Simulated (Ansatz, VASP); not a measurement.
## Be2Se: VASP beside Ansatz

```
CELL_PARAMETERS angstrom
3.75601 0.00000 0.00000
-1.87800 3.25280 0.00000
0.00000 0.00000 3.69160
ATOMIC_POSITIONS crystal
Be 0.00000 0.00000 0.50000
Be 0.66667 0.33333 0.00000
Se 0.33333 0.66667 0.00000
```

Alike in both runs: functional PBE; k mesh 7 × 7 × 4; occupations gaussian, width 0.2 eV; no spin polarisation.

Ansatz relaxed the structure, and its values are those at the end. VASP's run is a single point on that final structure, the one shown.

|  | VASP | Ansatz |
| --- | --- | --- |
| version | VASP 6.6.1 | Ansatz 0.2.0 |
| potentials or method | VASP PAW PBE potentials, release 64 (Be, Se), cutoff 600 eV | scalar-relativistic, plane waves, PAW |
| valence electrons in the cell | 10 | 20 |

```csv
,VASP,Ansatz,Ansatz less VASP
gap on the k mesh at the Fermi level (eV),none,none,-
pressure (GPa),0.8,0.7,-0.11
```

A gap of «none» marks a metal or a gap that the smearing closes. VASP's potentials hold 10 valence electrons a cell and Ansatz's 20, so a difference there can come from the potentials and not from the codes.

The k mesh is coarse, so the values compare programs but aren't converged.
